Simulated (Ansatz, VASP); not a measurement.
## LiF: VASP beside Ansatz

Contents of INCAR:

```
  ALGO = Normal
  EDIFF = 1E-7
  ENCUT = 520
  GGA = PE
  ISIF = 2
  ISMEAR = 0
  LASPH = T
  LCHARG = F
  LREAL = F
  LWAVE = F
  NBANDS = 12
  NELM = 60
  PREC = Accurate
  SIGMA = 0.02
```

File KPOINTS:

```
k-points
0
Gamma
  10 10 10
```

File POSCAR:

```
LiF
1.0
    0.0000000000      2.0140000000      2.0140000000
    2.0140000000      0.0000000000      2.0140000000
    2.0140000000      2.0140000000      0.0000000000
Li F
1 1
Direct
    0.0000000000      0.0000000000      0.0000000000
    0.4369960278      0.4581181728      0.5775124131
```

Input for Ansatz:

```yaml
crystal:
  lattice:
    - [0.0, 2.014, 2.014]
    - [2.014, 0.0, 2.014]
    - [2.014, 2.014, 0.0]
  atoms:
    - { symbol: Li, position: [0.0, 0.0, 0.0] }
    - { symbol: F, position: [0.4369960278, 0.4581181728, 0.5775124131] }
basis:
  ecutwfc: 420
kpoints:
  mp_grid: { grid: [10, 10, 10] }
hamiltonian:
  xc: pbe
scf:
  occupations: { method: gaussian, width: 0.02 }
output:
  forces: true
  stress: true
  eigenvalues: true
```

Change from the starting cell: one atom moved.

Alike in both runs: task single point; functional PBE; k mesh 10 × 10 × 10; occupations gaussian, width 0.02 eV; no spin polarisation.

|  | VASP | Ansatz |
| --- | --- | --- |
| version | VASP 6.6.1 | Ansatz 0.2.0 |
| potentials or method | VASP PAW PBE potentials, release 64 (Li_sv, F), cutoff 520 eV | scalar-relativistic, plane waves, PAW |
| valence electrons in the cell | 10 | 10 |

```csv
,VASP,Ansatz,Ansatz less VASP
gap on the k mesh at the Fermi level (eV),9.00,9.01,+0.003
least direct gap on the mesh (eV),9.00,9.01,+0.003
rms of the force components (eV/Å),0.300,0.286,-0.0142
```

Atom by atom the forces differ by 0.014 eV/Å (rms over components). With one functional, cell and mesh, what is left measures potentials, basis and numerics.

Noted on VASP's run: the cutoff is short for stress, so the pressure is rough.
